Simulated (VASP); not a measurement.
# Si2C (P-3m1) in VASP: notebook

Runs on Si2C. Level: PBE. Tasks: single point, relaxation of cell and atoms.

All numbers are computed with VASP 6.6.1; they aren't measurements. Logs are shortened: lines on timing, memory, paths and dates and some standing lists are left out, and cuts for length are marked.

### 1 The cell of the first run

Symmetry: P-3m1, No. 164, trigonal system. Conventional cell: a = 3.104 Å, b = 3.104 Å, c = 9.893 Å, α = 90.00°, β = 90.00°, γ = 120.00°. Si (site symmetry 3m) has 1 C at 2.38 Å and 6 Si at 2.76 to 2.84 Å within 3.1 Å. Within 2.4 Å of Si (site symmetry 3m) lie 3 C at 1.80 Å. C (site symmetry 3m) has 4 Si at 1.80 to 2.38 Å within 2.4 Å.

### 2 Single point, PBE

INCAR reads:

```
  ALGO = Normal
  EDIFF = 1E-6
  ENCUT = 520
  GGA = PE
  ISIF = 2
  ISMEAR = 0
  LASPH = T
  LCHARG = F
  LREAL = F
  LWAVE = F
  NBANDS = 21
  NELM = 100
  PREC = Accurate
  SIGMA = 0.1
```

KPOINTS reads:

```
k-points
0
Gamma
  6 6 2
```

POSCAR reads:

```
Si2C
1.0
    3.1036163001      0.0000000000      0.0000000000
   -1.5518081501      2.6878105595      0.0000000000
    0.0000000000      0.0000000000      9.8925743890
Si C
4 2
Direct
    0.3333333333      0.6666666667      0.3939555277
    0.3333333333      0.6666666667      0.8283008582
    0.6666666667      0.3333333333      0.1716991418
    0.6666666667      0.3333333333      0.6060444723
    0.3333333333      0.6666666667      0.1538233432
    0.6666666667      0.3333333333      0.8461766568
```

Potentials or basis: VASP PAW PBE potentials, release 64 (Si, C).

Started as:

```
cat potpaw_PBE.64/Si/POTCAR potpaw_PBE.64/C/POTCAR > POTCAR
mpirun -np 1 vasp_std > vasp.out
```

OUTCAR:

```text
EDIFF = 1E-6
   ENCUT = 520
   GGA = PE
   ISIF = 2
   ISMEAR = 0
   LASPH = T
   LREAL = F
   NELM = 100
   PREC = Accurate

 ion  position               nearest neighbor table
   1  0.333  0.667  0.394-   5 2.38   4 2.76   4 2.76   4 2.76   3 2.84   3 2.84   3 2.84
   2  0.333  0.667  0.828-   6 1.80   6 1.80   6 1.80   4 2.84   4 2.84   4 2.84
   3  0.667  0.333  0.172-   5 1.80   5 1.80   5 1.80   1 2.84   1 2.84   1 2.84
   4  0.667  0.333  0.606-   6 2.38   1 2.76   1 2.76   1 2.76   2 2.84   2 2.84   2 2.84
   5  0.333  0.667  0.154-   3 1.80   3 1.80   3 1.80   1 2.38
   6  0.667  0.333  0.846-   2 1.80   2 1.80   2 1.80   4 2.38

  LATTYP: Found a hexagonal cell.
 ALAT       =     3.1036163001
 C/A-ratio  =     3.1874347318

  Lattice vectors:

 A1 = (   3.1036163001,   0.0000000000,   0.0000000000)
 A2 = (  -1.5518081501,   2.6878105595,   0.0000000000)
 A3 = (   0.0000000000,   0.0000000000,   9.8925743890)

Analysis of symmetry for initial positions (statically):
=====================================================================
 Subroutine PRICEL returns:
 Original cell was already a primitive cell.

 Routine SETGRP: Setting up the symmetry group for a
 hexagonal supercell.

 Subroutine GETGRP returns: Found 12 space group operations
 (whereof 12 operations were pure point group operations)
 out of a pool of 24 trial point group operations.

The static configuration has the point symmetry D_3d.

Analysis of symmetry for dynamics (positions and initial velocities):
=====================================================================
 Subroutine PRICEL returns:
 Original cell was already a primitive cell.

 Routine SETGRP: Setting up the symmetry group for a
 hexagonal supercell.

 Subroutine GETGRP returns: Found 12 space group operations
 (whereof 12 operations were pure point group operations)
 out of a pool of 24 trial point group operations.

The dynamic configuration has the point symmetry D_3d.

 Subroutine INISYM returns: Found 12 space group operations
 (whereof 12 operations are pure point group operations),
 and found     1 'primitive' translations

----------------------------------------------------------------------------------------

                                     Primitive cell

  volume of cell :      82.5232

  direct lattice vectors                    reciprocal lattice vectors
     3.103616300  0.000000000  0.000000000     0.322204778  0.186025015  0.000000000
    -1.551808150  2.687810559  0.000000000     0.000000000  0.372050030  0.000000000
     0.000000000  0.000000000  9.892574389     0.000000000  0.000000000  0.101085922

  length of vectors
     3.103616300  3.103616300  9.892574389     0.372050030  0.372050030  0.101085922

  position of ions in fractional coordinates (direct lattice)
     0.333333333  0.666666667  0.393955528
     0.333333333  0.666666667  0.828300858
     0.666666667  0.333333333  0.171699142
     0.666666667  0.333333333  0.606044472
     0.333333333  0.666666667  0.153823343
     0.666666667  0.333333333  0.846176657

  ion indices of the primitive-cell ions
   primitive index   ion index
                 1           1
                 2           2
                 3           3
                 4           4
                 5           5
                 6           6

----------------------------------------------------------------------------------------

 KPOINTS: k-points

Automatic generation of k-mesh.
 Grid dimensions read from file:
 generate k-points for:    6    6    2

 Generating k-lattice:

  Cartesian coordinates                     Fractional coordinates (reciprocal lattice)
     0.053700796  0.031004169  0.000000000     0.166666667  0.000000000  0.000000000
     0.000000000  0.062008338  0.000000000     0.000000000  0.166666667  0.000000000
     0.000000000  0.000000000  0.050542961     0.000000000  0.000000000  0.500000000

  Length of vectors
     0.062008338  0.062008338  0.050542961

  Shift w.r.t. Gamma in fractional coordinates (k-lattice)
     0.000000000  0.000000000  0.000000000

 Subroutine IBZKPT returns following result:
 ===========================================

 Found     14 irreducible k-points:

 Following reciprocal coordinates:
            Coordinates               Weight
  0.000000  0.000000  0.000000      1.000000
  0.166667 -0.000000  0.000000      6.000000
  0.333333 -0.000000  0.000000      6.000000
  0.500000 -0.000000  0.000000      3.000000
  0.166667  0.166667  0.000000      6.000000
  0.333333  0.166667  0.000000     12.000000
  0.333333  0.333333  0.000000      2.000000
  0.000000  0.000000  0.500000      1.000000
  0.166667 -0.000000  0.500000      6.000000
  0.333333 -0.000000  0.500000      6.000000
  0.500000 -0.000000  0.500000      3.000000
  0.166667  0.166667  0.500000      6.000000
  0.333333  0.166667  0.500000     12.000000
  0.333333  0.333333  0.500000      2.000000
   k-points           NKPTS =     14   k-points in BZ     NKDIM =     14   number of bands    NBANDS=     21
   number of dos      NEDOS =    301   number of ions     NIONS =      6
   total plane-waves  NPLWV =  46080
   dimension x,y,z NGX =    24 NGY =   24 NGZ =   80
   dimension x,y,z NGXF=    48 NGYF=   48 NGZF=  160
   ions per type =               4   2
   NGX,Y,Z   is equivalent  to a cutoff of  12.86, 12.86, 13.44 a.u.
   NGXF,Y,Z  is equivalent  to a cutoff of  25.71, 25.71, 26.89 a.u.
 SYSTEM =  unknown system
   PREC   = accura    normal or accurate (medium, high low for compatibility)
   ISTART =      0    job   : 0-new  1-cont  2-samecut
   ICHARG =      2    charge: 1-file 2-atom 10-const
   ISPIN  =      1    spin polarized calculation?
   LNONCOLLINEAR =      F non collinear calculations
   LSORBIT =      F    spin-orbit coupling
   LASPH  =      T    aspherical Exc in radial PAW
   ENCUT  =  520.0 eV  38.22 Ry    6.18 a.u.   5.77  5.77 18.39*2*pi/ulx,y,z
   NELM   =    100;   NELMIN=  2; NELMDL= -5     # of ELM steps
   EDIFF  = 0.1E-05   stopping-criterion for ELM
   LREAL  =      F    real-space projection
   EDIFFG = 0.1E-04   stopping-criterion for IOM
   NSW    =      0    number of steps for IOM
   IBRION =     -1    ionic relax: 0-MD 1-quasi-New 2-CG
   NFREE  =      0    steps in history (QN), initial steepest desc. (CG)
   ISIF   =      2    stress and relaxation
   ISYM   =      2    0-nonsym 1-usesym 2-fastsym
   POTIM  = 0.5000    time-step for ionic-motion
   TEBEG  =    0.0;   TEEND  =   0.0 temperature during run
   PSTRESS=    0.0 pullay stress
   NELECT =      24.0000    total number of electrons
   NUPDOWN=      -1.0000    fix difference up-down
   EMIN   =  10.00;   EMAX   =-10.00  energy-range for DOS
   EFERMI =   0.00;   METHOD = LEGACY
   ISMEAR =     0;   SIGMA  =   0.10  broadening in eV -4-tet -1-fermi 0-gaus
   EFERMI_NEDOS =   21; number of points for ismear=-14 and -15
   IALGO  =     38    algorithm
   IMIX   =      4    mixing-type and parameters
     AMIX     =   0.40;   BMIX     =  1.00
     AMIX_MAG =   1.60;   BMIX_MAG =  1.00
  volume/ion in A,a.u.               =      13.75        92.82
  Fermi-wavevector in a.u.,A,eV,Ry     =   1.084642  2.049677 16.006562  1.176449
  Thomas-Fermi vector in A             =   2.220737
   LORBIT       =      0    0 simple, 1 ext, 2 COOP (PROOUT), +10 PAW based schemes
   GGA     = PE    functional components
   LHFCALC =     F    Hartree Fock is set to
   AEXX    =    0.0000 exact exchange contribution
   IVDW    =     0    specifies the selected vdW correction
   LEPSILON=     F    determine dielectric tensor
   LRPA    =     F    only Hartree local field effects (RPA)
 non-spin polarized calculation
 Gauss-broadening in eV      SIGMA  =   0.10
  energy-cutoff  :      520.00
  volume of cell :       82.52
 maximum number of plane-waves:      2248
 NGX is ok and might be reduce to    24
   NGX = 11   NGY = 11   NGZ = 37

 number of electron      24.0000001 magnetization

 Free energy of the ion-electron system (eV)
  ---------------------------------------------------
  ext. energy  EPLUGINS =         0.00000000
  ---------------------------------------------------
  free energy    TOTEN  =       -37.08979430 eV

  energy without entropy =      -37.08551426  energy(sigma->0) =      -37.08765428

 E-fermi :   7.9803     XC(G=0): -10.5308

 val. band max:        7.8266194361   @ k =   0.1667  -0.0000   0.0000
 cond. band min:       8.0688124998   @ k =   0.1667   0.1667   0.5000
 fundamental gap:      0.2421930637
 Fermi energy:         7.9802887574

 k-point     1 :       0.0000    0.0000    0.0000
  band No.  band energies     occupation
      1      -8.1389      2.00000
      2      -7.8030      2.00000
      3      -3.7023      2.00000
      4      -0.8708      2.00000
      5       0.8504      2.00000
      6       4.7129      2.00000
[... 13 lines left out ...]
     20      14.2341      0.00000
     21      14.4127      0.00000

 k-point     2 :       0.1667   -0.0000    0.0000
  band No.  band energies     occupation
      1      -7.6805      2.00000
      2      -7.3523      2.00000
      3      -3.1708      2.00000
      4      -0.3763      2.00000
      5       1.3160      2.00000
      6       2.9067      2.00000
[... 13 lines left out ...]
     20      14.1277      0.00000
     21      14.7457      0.00000

 k-point     3 :       0.3333   -0.0000    0.0000
  band No.  band energies     occupation
      1      -6.3935      2.00000
      2      -6.0982      2.00000
      3      -1.6121      2.00000
      4      -0.1973      2.00000
      5       0.0407      2.00000
      6       1.0859      2.00000
[... 13 lines left out ...]
     20      13.1961      0.00000
     21      14.7342      0.00000
[... 217 lines left out ...]
 k-point    13 :       0.3333    0.1667    0.5000
  band No.  band energies     occupation
      1      -5.3138      2.00000
      2      -5.1217      2.00000
      3      -1.2764      2.00000
      4      -1.0807      2.00000
      5       0.0650      2.00000
      6       1.7006      2.00000
[... 13 lines left out ...]
     20      13.9754      0.00000
     21      14.6278      0.00000

 k-point    14 :       0.3333    0.3333    0.5000
  band No.  band energies     occupation
      1      -4.4884      2.00000
      2      -4.4884      2.00000
      3      -1.3132      2.00000
      4      -1.3132      2.00000
      5       0.1999      2.00000
      6       0.4270      2.00000
[... 13 lines left out ...]
     20      13.9908      0.00000
     21      14.9645      0.00000

------------------------ aborting loop because EDIFF is reached ----------------------------------------

  FORCE on cell =-STRESS in cart. coord.  units (eV):
  Direction    XX          YY          ZZ          XY          YZ          ZX
  --------------------------------------------------------------------------------------
  -------------------------------------------------------------------------------------
  Total       -0.1980065     -0.1980065     -0.0256483      0.0000000      0.0000000      0.0000000
  in kB       -3.8442716     -3.8442716     -0.4979594      0.0000000      0.0000000      0.0000000
  external PRESSURE =      -2.7288342 kB  Pullay stress =       0.0000000 kB

 VOLUME and BASIS-vectors are now :
 -----------------------------------------------------------------------------
  energy-cutoff  :      520.00
  volume of cell :       82.52
      direct lattice vectors                 reciprocal lattice vectors
     3.103616300  0.000000000  0.000000000     0.322204778  0.186025015  0.000000000
    -1.551808150  2.687810559  0.000000000     0.000000000  0.372050030  0.000000000
     0.000000000  0.000000000  9.892574389     0.000000000  0.000000000  0.101085922

 POSITION                                       TOTAL-FORCE (eV/Angst)
 -----------------------------------------------------------------------------------
     -0.00000      1.79187      3.89723         0.000000     -0.000000     -0.007062
     -0.00000      1.79187      8.19403         0.000000     -0.000000      0.012571
      1.55181      0.89594      1.69855         0.000000      0.000000     -0.012571
      1.55181      0.89594      5.99534        -0.000000      0.000000      0.007062
     -0.00000      1.79187      1.52171         0.000000     -0.000000      0.008329
      1.55181      0.89594      8.37087        -0.000000      0.000000     -0.008329
 -----------------------------------------------------------------------------------
    total drift:                                0.000000     -0.000000     -0.000000

  FREE ENERGIE OF THE ION-ELECTRON SYSTEM (eV)
  ---------------------------------------------------
  free  energy   TOTEN  =       -37.0897943045 eV

  energy  without entropy=      -37.0855142555  energy(sigma->0) =      -37.08765428
```

Run time: 14 s. Hardware: 1 thread of Intel Xeon 6975P-C (Granite Rapids), shared host; peak memory 0.2 GiB.

What came out:

```yaml
Free_energy: -37.0898 eV
Pressure: -0.3 GPa
Largest_force: 0.013 eV/Å
Band_gap_on_the_k_mesh: zero (band 12 reaches 11.33 eV, above the bottom of band 13 at 6.12 eV)
```

Forces on the atoms (eV/Å):
```
Si   0.000  0.000 -0.007
Si   0.000  0.000  0.013
Si   0.000  0.000 -0.013
Si   0.000  0.000  0.007
C    0.000  0.000  0.008
C    0.000  0.000 -0.008
```

Stress tensor (GPa, compression positive):
```
-0.38  0.00  0.00
 0.00 -0.38  0.00
 0.00  0.00 -0.05
```

Caveat: the k points lie up to 0.39 Å⁻¹ apart.

### 3 Single point, PBE

This run uses another cell than the first one, of 14.40 Å³/atom, 1.047 times its volume.

INCAR reads:

```
SYSTEM = Si2C
PREC = Accurate ; ENCUT = 520
EDIFF = 1E-6 ; ISMEAR = 0
SIGMA = 0.1 ; LREAL = .FALSE.
LASPH = .TRUE. ; NELM = 100
ALGO = Normal ; ISIF = 2
LWAVE = .FALSE. ; LCHARG = .FALSE.
GGA = PE ; NBANDS = 21
```

KPOINTS reads:

```
Automatic mesh
0
G
  6 6 2
  0 0 0
```

POSCAR reads:

```
Si2C
1.0
    2.7344770400      0.0000000000      0.0000000000
   -1.3672385200      2.3681265800      0.0000000000
    0.0000000000      0.0000000000     13.3443277500
Si C
4 2
Direct
    0.3333333300      0.6666666700      0.4166666700
    0.3333333300      0.6666666700      0.7500000000
    0.6666666700      0.3333333300      0.2500000000
    0.6666666700      0.3333333300      0.5833333300
    0.3333333300      0.6666666700      0.0833333300
    0.6666666700      0.3333333300      0.9166666700
```

Potentials or basis: VASP PAW PBE potentials, release 64 (Si, C).

Started as:

```
cat potpaw_PBE.64/Si/POTCAR potpaw_PBE.64/C/POTCAR > POTCAR
mpirun -np 1 vasp_std > vasp.out
```

It took 16 s on 1 thread of Intel Xeon 6975P-C (Granite Rapids), shared host; peak memory 0.19 GiB.

The run converged. Its results:

- Free energy: -27.2930 eV
- Pressure: -11.9 GPa
- Largest force: 1.546 eV/Å
- Band gap on the k mesh: zero (band 12 reaches 10.38 eV, above the bottom of band 13 at 4.81 eV)

Forces in eV/Å, atoms in the order of the input:
```
Si   0.000  0.000  0.121
Si   0.000  0.000  1.546
Si   0.000  0.000 -1.546
Si   0.000  0.000 -0.121
C    0.000  0.000  0.216
C    0.000  0.000 -0.216
```

Stress tensor (GPa, compression positive):
```
 -9.65   0.00   0.00
  0.00  -9.65   0.00
  0.00   0.00 -16.31
```

Levels at points of the mesh, in eV from the Fermi level:
```csv
k point,band 9,band 10,band 11,band 12,band 13,band 14,band 15,band 16
"(0.00, 0.00, 0.00)",-1.46,3.01,3.30,3.30,3.66,3.66,4.51,8.38
"(0.50, 0.00, 0.00)",-3.61,-3.59,-1.68,-1.36,-0.97,0.81,1.68,2.42
"(0.00, 0.00, 0.50)",0.96,1.14,3.30,3.30,3.66,3.66,5.37,8.30
"(0.50, 0.00, 0.50)",-3.53,-2.90,-2.31,-2.17,0.38,0.73,1.69,2.05
```

Caveat: the k points lie up to 0.44 Å⁻¹ apart; forces of over 1 eV/Å act on the atoms, so gaps and moduli don't describe the material at rest.

(Continued in part 2 of 2.)
